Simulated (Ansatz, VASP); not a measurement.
**Na2CdAuC6N6: VASP beside Ansatz**

The input INCAR:

```
PREC     = Accurate       # precision mode
ENCUT    = 520            # plane-wave cutoff, eV
EDIFF    = 1E-6           # SCF threshold, eV
ISMEAR   = 0              # smearing method
SIGMA    = 0.1            # smearing width, eV
LREAL    = Auto         
LASPH    = T              # aspherical terms in the spheres
NELM     = 100            # most SCF steps
ALGO     = Normal         # electronic algorithm
ISIF     = 2              # what is computed and relaxed
LWAVE    = F              # write WAVECAR
LCHARG   = F              # write CHGCAR
GGA      = PE             # functional
NBANDS   = 60             # bands
```

The input KPOINTS:

```
Automatic mesh
0
Gamma
  4 4 4
```

The input POSCAR:

```
Na2CdAuC6N6
1.0
    0.0000000000      5.1785000000      5.1785000000
    5.1785000000      0.0000000000      5.1785000000
    5.1785000000      5.1785000000      0.0000000000
Na Cd C Au N
2 1 6 1 6
Direct
    0.2500000000      0.2500000000      0.2500000000
    0.7500000000      0.7500000000      0.7500000000
    0.0000000000      0.0000000000      0.0000000000
    0.8067973400      0.1932026600      0.1932026600
    0.1932026600      0.8067973400      0.1932026600
    0.1932026600      0.1932026600      0.8067973400
    0.1932026600      0.8067973400      0.8067973400
    0.8067973400      0.1932026600      0.8067973400
    0.8067973400      0.8067973400      0.1932026600
    0.5000000000      0.5000000000      0.5000000000
    0.6938302600      0.3061697400      0.3061697400
    0.3061697400      0.6938302600      0.3061697400
    0.3061697400      0.3061697400      0.6938302600
    0.3061697400      0.6938302600      0.6938302600
    0.6938302600      0.3061697400      0.6938302600
    0.6938302600      0.6938302600      0.3061697400
```

Input for Ansatz:

```yaml
crystal:
  lattice:
    - [0.0, 5.1785, 5.1785]
    - [5.1785, 0.0, 5.1785]
    - [5.1785, 5.1785, 0.0]
  atoms:
    - { symbol: Na, position: [0.25, 0.25, 0.25] }
    - { symbol: Na, position: [0.75, 0.75, 0.75] }
    - { symbol: Cd, position: [0.0, 0.0, 0.0] }
    - { symbol: C, position: [0.80679734, 0.19320266, 0.19320266] }
    - { symbol: C, position: [0.19320266, 0.80679734, 0.19320266] }
    - { symbol: C, position: [0.19320266, 0.19320266, 0.80679734] }
    - { symbol: C, position: [0.19320266, 0.80679734, 0.80679734] }
    - { symbol: C, position: [0.80679734, 0.19320266, 0.80679734] }
    - { symbol: C, position: [0.80679734, 0.80679734, 0.19320266] }
    - { symbol: Au, position: [0.5, 0.5, 0.5] }
    - { symbol: "N", position: [0.69383026, 0.30616974, 0.30616974] }
    - { symbol: "N", position: [0.30616974, 0.69383026, 0.30616974] }
    - { symbol: "N", position: [0.30616974, 0.30616974, 0.69383026] }
    - { symbol: "N", position: [0.30616974, 0.69383026, 0.69383026] }
    - { symbol: "N", position: [0.69383026, 0.30616974, 0.69383026] }
    - { symbol: "N", position: [0.69383026, 0.69383026, 0.30616974] }
basis:
  ecutwfc: 420
kpoints:
  mp_grid: { grid: [4, 4, 4] }
hamiltonian:
  xc: pbe
scf:
  occupations: { method: gaussian, width: 0.1 }
  lower_state_search: "off"
output:
  forces: true
  stress: true
  eigenvalues: true
```

Alike in both runs: task single point; functional PBE; k mesh 4 × 4 × 4; occupations gaussian, width 0.1 eV; no spin polarisation.

|  | VASP | Ansatz |
| --- | --- | --- |
| version | VASP 6.6.1 | Ansatz 0.2.0 |
| potentials or method | VASP PAW PBE potentials, release 64 (Na_pv, Cd, C, Au, N), cutoff 520 eV | scalar-relativistic, plane waves, PAW |
| valence electrons in the cell | 91 | 111 |

|  | VASP | Ansatz | Ansatz less VASP |
| --- | --- | --- | --- |
| gap on the k mesh at the Fermi level (eV) | none | none | - |
| pressure (GPa) | 25.8 | 25.2 | -0.65 |
| rms of the force components (eV/Å) | 1.891 | 2.036 | +0.1446 |

Atom by atom the forces differ by 0.159 eV/Å (rms over components). A gap of «none» marks a metal or a gap that the smearing closes. With one functional, cell and mesh, what is left measures potentials, basis and numerics. VASP's potentials hold 91 valence electrons a cell and Ansatz's 111, so a difference there can come from the potentials and not from the codes.

Neither program's run includes spin-orbit coupling. Noted on VASP's run: the standard files for N, O and F lose accuracy on very short bonds.
